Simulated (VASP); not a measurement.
# SrHf2 (P4_2/mnm) in VASP: single point with PBE

Aim: the single point of SrHf2 with PBE.

Everything below comes from runs of VASP 6.6.1. Logs are shortened: lines on timing, memory, paths and dates and some standing lists are left out, and cuts for length are marked.

## Step 1: The cell of the first run

Symmetry: P4_2/mnm, No. 136, tetragonal system. Conventional cell: a = 5.786 Å, b = 5.786 Å, c = 5.943 Å, α = 90.00°, β = 90.00°, γ = 90.00°. Sr (site symmetry mmm) has 6 Hf at 2.78 to 3.25 Å within 3.7 Å. Hf (site symmetry m2m) has 1 Hf at 2.61 Å and 3 Sr at 2.78 to 3.25 Å within 3.4 Å.

## Step 2: Single point, PBE

INCAR reads:

```
  PREC = Accurate
  ENCUT = 520
  EDIFF = 1E-6
  ISMEAR = 0
  SIGMA = 0.1
  LREAL = F
  LASPH = T
  NELM = 60
  ALGO = Fast
  ISIF = 2
  LWAVE = F
  LCHARG = F
  GGA = PE
  NBANDS = 39
```

KPOINTS reads:

```
regular mesh
0
Gamma
  4 4 4
```

POSCAR reads:

```
SrHf2
1.0
    5.7856965661      0.0000000000      0.0000000000
    0.0000000000      5.7856965661      0.0000000000
    0.0000000000      0.0000000000      5.9430441948
Sr Hf
2 4
Direct
    0.0000000000      0.0000000000      0.0000000000
    0.5000000000      0.5000000000      0.5000000000
    0.3403224362      0.3403224362      0.0000000000
    0.1596775638      0.8403224362      0.5000000000
    0.6596775638      0.6596775638      0.0000000000
    0.8403224362      0.1596775638      0.5000000000
```

Potentials or basis: VASP PAW PBE potentials, release 64 (Sr_sv, Hf_pv).

Launch:

```sh
cat potpaw_PBE.64/Sr_sv/POTCAR potpaw_PBE.64/Hf_pv/POTCAR > POTCAR
mpirun -np 1 vasp_std > vasp.out
```

OUTCAR:

```text
PREC = Accurate
   ENCUT = 520
   EDIFF = 1E-6
   ISMEAR = 0
   LREAL = F
   LASPH = T
   NELM = 60
   ISIF = 2
   GGA = PE

 ion  position               nearest neighbor table
   1  0.000  0.000  0.000-   3 2.78   5 2.78   4 3.25   6 3.25   4 3.25   6 3.25   5 4.29   5 4.29
                             3 4.29   3 4.29   2 5.06   2 5.06   2 5.06   2 5.06   2 5.06   2 5.06
   2  0.500  0.500  0.500-   4 2.78   6 2.78   5 3.25   3 3.25   3 3.25   5 3.25   4 4.29   6 4.29
                             4 4.29   6 4.29   1 5.06   1 5.06   1 5.06   1 5.06   1 5.06   1 5.06
   3  0.340  0.340  0.000-   5 2.61   1 2.78   2 3.25   2 3.25   1 4.29   1 4.29
   4  0.160  0.840  0.500-   6 2.61   2 2.78   1 3.25   1 3.25   2 4.29   2 4.29
   5  0.660  0.660  0.000-   3 2.61   1 2.78   2 3.25   2 3.25   1 4.29   1 4.29
   6  0.840  0.160  0.500-   4 2.61   2 2.78   1 3.25   1 3.25   2 4.29   2 4.29

  LATTYP: Found a simple tetragonal cell.
 ALAT       =     5.7856965661
 C/A-ratio  =     1.0271959697

  Lattice vectors:

 A1 = (   5.7856965661,   0.0000000000,   0.0000000000)
 A2 = (   0.0000000000,   5.7856965661,   0.0000000000)
 A3 = (   0.0000000000,   0.0000000000,   5.9430441948)

Analysis of symmetry for initial positions (statically):
=====================================================================
 Subroutine PRICEL returns:
 Original cell was already a primitive cell.

 Routine SETGRP: Setting up the symmetry group for a
 simple tetragonal supercell.

 Subroutine GETGRP returns: Found 16 space group operations
 (whereof  8 operations were pure point group operations)
 out of a pool of 16 trial point group operations.

The static configuration has the point symmetry D_2h.
 The point group associated with its full space group is D_4h.

Analysis of symmetry for dynamics (positions and initial velocities):
=====================================================================
 Subroutine PRICEL returns:
 Original cell was already a primitive cell.

 Routine SETGRP: Setting up the symmetry group for a
 simple tetragonal supercell.

 Subroutine GETGRP returns: Found 16 space group operations
 (whereof  8 operations were pure point group operations)
 out of a pool of 16 trial point group operations.

The dynamic configuration has the point symmetry D_2h.
 The point group associated with its full space group is D_4h.

 Subroutine INISYM returns: Found 16 space group operations
 (whereof  8 operations are pure point group operations),
 and found     1 'primitive' translations

----------------------------------------------------------------------------------------

                                     Primitive cell

  volume of cell :     198.9392

  direct lattice vectors                    reciprocal lattice vectors
     5.785696566  0.000000000  0.000000000     0.172840036  0.000000000  0.000000000
     0.000000000  5.785696566  0.000000000     0.000000000  0.172840036  0.000000000
     0.000000000  0.000000000  5.943044195     0.000000000  0.000000000  0.168263935

  length of vectors
     5.785696566  5.785696566  5.943044195     0.172840036  0.172840036  0.168263935

  position of ions in fractional coordinates (direct lattice)
     0.000000000  0.000000000  0.000000000
     0.500000000  0.500000000  0.500000000
     0.340322436  0.340322436  0.000000000
     0.159677564  0.840322436  0.500000000
     0.659677564  0.659677564  0.000000000
     0.840322436  0.159677564  0.500000000

  ion indices of the primitive-cell ions
   primitive index   ion index
                 1           1
                 2           2
                 3           3
                 4           4
                 5           5
                 6           6

----------------------------------------------------------------------------------------

 KPOINTS: regular mesh

Automatic generation of k-mesh.
 Grid dimensions read from file:
 generate k-points for:    4    4    4

 Generating k-lattice:

  Cartesian coordinates                     Fractional coordinates (reciprocal lattice)
     0.043210009  0.000000000  0.000000000     0.250000000  0.000000000  0.000000000
     0.000000000  0.043210009  0.000000000     0.000000000  0.250000000  0.000000000
     0.000000000  0.000000000  0.042065984     0.000000000  0.000000000  0.250000000

  Length of vectors
     0.043210009  0.043210009  0.042065984

  Shift w.r.t. Gamma in fractional coordinates (k-lattice)
     0.000000000  0.000000000  0.000000000

 Subroutine IBZKPT returns following result:
 ===========================================

 Found     18 irreducible k-points:

 Following reciprocal coordinates:
            Coordinates               Weight
  0.000000  0.000000  0.000000      1.000000
  0.250000  0.000000  0.000000      4.000000
  0.500000  0.000000  0.000000      2.000000
  0.250000  0.250000  0.000000      4.000000
  0.500000  0.250000  0.000000      4.000000
  0.500000  0.500000  0.000000      1.000000
[... 10 lines left out ...]
  0.500000  0.250000  0.500000      4.000000
  0.500000  0.500000  0.500000      1.000000
   k-points           NKPTS =     18   k-points in BZ     NKDIM =     18   number of bands    NBANDS=     39
   number of dos      NEDOS =    301   number of ions     NIONS =      6
   total plane-waves  NPLWV = 110592
   dimension x,y,z NGX =    48 NGY =   48 NGZ =   48
   dimension x,y,z NGXF=    96 NGYF=   96 NGZF=   96
   ions per type =               2   4
   NGX,Y,Z   is equivalent  to a cutoff of  13.79, 13.79, 13.43 a.u.
   NGXF,Y,Z  is equivalent  to a cutoff of  27.58, 27.58, 26.85 a.u.
 SYSTEM =  unknown system
   PREC   = accura    normal or accurate (medium, high low for compatibility)
   ISTART =      0    job   : 0-new  1-cont  2-samecut
   ICHARG =      2    charge: 1-file 2-atom 10-const
   ISPIN  =      1    spin polarized calculation?
   LNONCOLLINEAR =      F non collinear calculations
   LSORBIT =      F    spin-orbit coupling
   LASPH  =      T    aspherical Exc in radial PAW
   ENCUT  =  520.0 eV  38.22 Ry    6.18 a.u.  10.76 10.76 11.05*2*pi/ulx,y,z
   NELM   =     60;   NELMIN=  2; NELMDL= -5     # of ELM steps
   EDIFF  = 0.1E-05   stopping-criterion for ELM
   LREAL  =      F    real-space projection
   EDIFFG = 0.1E-04   stopping-criterion for IOM
   NSW    =      0    number of steps for IOM
   IBRION =     -1    ionic relax: 0-MD 1-quasi-New 2-CG
   NFREE  =      0    steps in history (QN), initial steepest desc. (CG)
   ISIF   =      2    stress and relaxation
   ISYM   =      2    0-nonsym 1-usesym 2-fastsym
   POTIM  = 0.5000    time-step for ionic-motion
   TEBEG  =    0.0;   TEEND  =   0.0 temperature during run
   PSTRESS=    0.0 pullay stress
   NELECT =      60.0000    total number of electrons
   NUPDOWN=      -1.0000    fix difference up-down
   EMIN   =  10.00;   EMAX   =-10.00  energy-range for DOS
   EFERMI =   0.00;   METHOD = LEGACY
   ISMEAR =     0;   SIGMA  =   0.10  broadening in eV -4-tet -1-fermi 0-gaus
   EFERMI_NEDOS =   21; number of points for ismear=-14 and -15
   IALGO  =     68    algorithm
   IMIX   =      4    mixing-type and parameters
     AMIX     =   0.40;   BMIX     =  1.00
     AMIX_MAG =   1.60;   BMIX_MAG =  1.00
  volume/ion in A,a.u.               =      33.16       223.75
  Fermi-wavevector in a.u.,A,eV,Ry     =   1.097872  2.074678 16.399423  1.205324
  Thomas-Fermi vector in A             =   2.234240
   LORBIT       =      0    0 simple, 1 ext, 2 COOP (PROOUT), +10 PAW based schemes
   GGA     = PE    functional components
   LHFCALC =     F    Hartree Fock is set to
   AEXX    =    0.0000 exact exchange contribution
   IVDW    =     0    specifies the selected vdW correction
   LEPSILON=     F    determine dielectric tensor
   LRPA    =     F    only Hartree local field effects (RPA)
 non-spin polarized calculation
 RMM-DIIS sequential band-by-band and
 Gauss-broadening in eV      SIGMA  =   0.10
  energy-cutoff  :      520.00
  volume of cell :      198.94
 maximum number of plane-waves:      5380
 NGX is ok and might be reduce to    48
   NGX = 21   NGY = 21   NGZ = 23

 number of electron      59.9999997 magnetization

 Free energy of the ion-electron system (eV)
  ---------------------------------------------------
  ext. energy  EPLUGINS =         0.00000000
  ---------------------------------------------------
  free energy    TOTEN  =       -31.90115795 eV

  energy without entropy =      -31.87023083  energy(sigma->0) =      -31.88569439

 E-fermi :   2.4081     XC(G=0):  -9.2432

 val. band max:        2.3772227007   @ k =   0.5000   0.5000   0.0000
 cond. band min:       2.4237843234   @ k =   0.5000   0.0000   0.2500
 fundamental gap:      0.0465616227
 Fermi energy:         2.4081482192

 k-point     1 :       0.0000    0.0000    0.0000
  band No.  band energies     occupation
      1     -32.5178      2.00000
      2     -32.5030      2.00000
      3     -29.0155      2.00000
      4     -29.0028      2.00000
      5     -28.8401      2.00000
      6     -28.8109      2.00000
[... 31 lines left out ...]
     38       4.1796      0.00000
     39       5.1100      0.00000

 k-point     2 :       0.2500    0.0000    0.0000
  band No.  band energies     occupation
      1     -32.5138      2.00000
      2     -32.5034      2.00000
      3     -29.0350      2.00000
      4     -29.0260      2.00000
      5     -28.8358      2.00000
      6     -28.8151      2.00000
[... 31 lines left out ...]
     38       4.3834      0.00000
     39       4.8780      0.00000

 k-point     3 :       0.5000    0.0000    0.0000
  band No.  band energies     occupation
      1     -32.5068      2.00000
      2     -32.5068      2.00000
      3     -29.0509      2.00000
      4     -29.0509      2.00000
      5     -28.8254      2.00000
      6     -28.8254      2.00000
[... 580 lines left out ...]
 k-point    17 :       0.5000    0.2500    0.5000
  band No.  band energies     occupation
      1     -32.5116      2.00000
      2     -32.5116      2.00000
      3     -29.0317      2.00000
      4     -29.0317      2.00000
      5     -28.8181      2.00000
      6     -28.8181      2.00000
[... 31 lines left out ...]
     38       4.0816      0.00000
     39       4.5932      0.00000

 k-point    18 :       0.5000    0.5000    0.5000
  band No.  band energies     occupation
      1     -32.5135      2.00000
      2     -32.5135      2.00000
      3     -29.0099      2.00000
      4     -29.0099      2.00000
      5     -28.8163      2.00000
      6     -28.8163      2.00000
[... 31 lines left out ...]
     38       3.5866      0.00000
     39       4.4609      0.00000

------------------------ aborting loop because EDIFF is reached ----------------------------------------

  FORCE on cell =-STRESS in cart. coord.  units (eV):
  Direction    XX          YY          ZZ          XY          YZ          ZX
  --------------------------------------------------------------------------------------
  -------------------------------------------------------------------------------------
  Total       -0.0320177     -0.0320177      0.0456803     -0.0000000      0.0000000      0.0000000
  in kB       -0.2578576     -0.2578576      0.3678908     -0.0000000      0.0000000      0.0000000
  external PRESSURE =      -0.0492748 kB  Pullay stress =       0.0000000 kB

 VOLUME and BASIS-vectors are now :
 -----------------------------------------------------------------------------
  energy-cutoff  :      520.00
  volume of cell :      198.94
      direct lattice vectors                 reciprocal lattice vectors
     5.785696566  0.000000000  0.000000000     0.172840036  0.000000000  0.000000000
     0.000000000  5.785696566  0.000000000     0.000000000  0.172840036  0.000000000
     0.000000000  0.000000000  5.943044195     0.000000000  0.000000000  0.168263935

 POSITION                                       TOTAL-FORCE (eV/Angst)
 -----------------------------------------------------------------------------------
      0.00000      0.00000      0.00000         0.000000     -0.000000      0.000000
      2.89285      2.89285      2.97152         0.000000     -0.000000      0.000000
      1.96900      1.96900      0.00000         0.039367      0.039367     -0.000000
      0.92385      4.86185      2.97152        -0.039367      0.039367      0.000000
      3.81669      3.81669      0.00000        -0.039367     -0.039367      0.000000
      4.86185      0.92385      2.97152         0.039367     -0.039367      0.000000
 -----------------------------------------------------------------------------------
    total drift:                                0.000000     -0.000000      0.000000

  FREE ENERGIE OF THE ION-ELECTRON SYSTEM (eV)
  ---------------------------------------------------
  free  energy   TOTEN  =       -31.9011579488 eV

  energy  without entropy=      -31.8702308340  energy(sigma->0) =      -31.88569439
```

Run time: 5.7 min. Hardware: 1 thread of Intel Xeon Platinum 8259CL at 2.50GHz (Skylake/Cascade Lake), shared host; peak memory 0.39 GiB.

Results:

| Item | Value |
| --- | --- |
| Free energy | -31.9012 eV |
| Pressure | 0.0 GPa |
| Largest force | 0.056 eV/Å |
| Band gap on the k mesh | zero (band 30 reaches 2.58 eV, above the bottom of band 31 at 2.12 eV) |

Forces in eV/Å, atoms in the order of the input:
```
Sr   0.000  0.000  0.000
Sr   0.000  0.000  0.000
Hf   0.039  0.039  0.000
Hf  -0.039  0.039  0.000
Hf  -0.039 -0.039  0.000
Hf   0.039 -0.039  0.000
```

Caveat: spin-orbit coupling is left out, which moves the levels of the heavy elements.
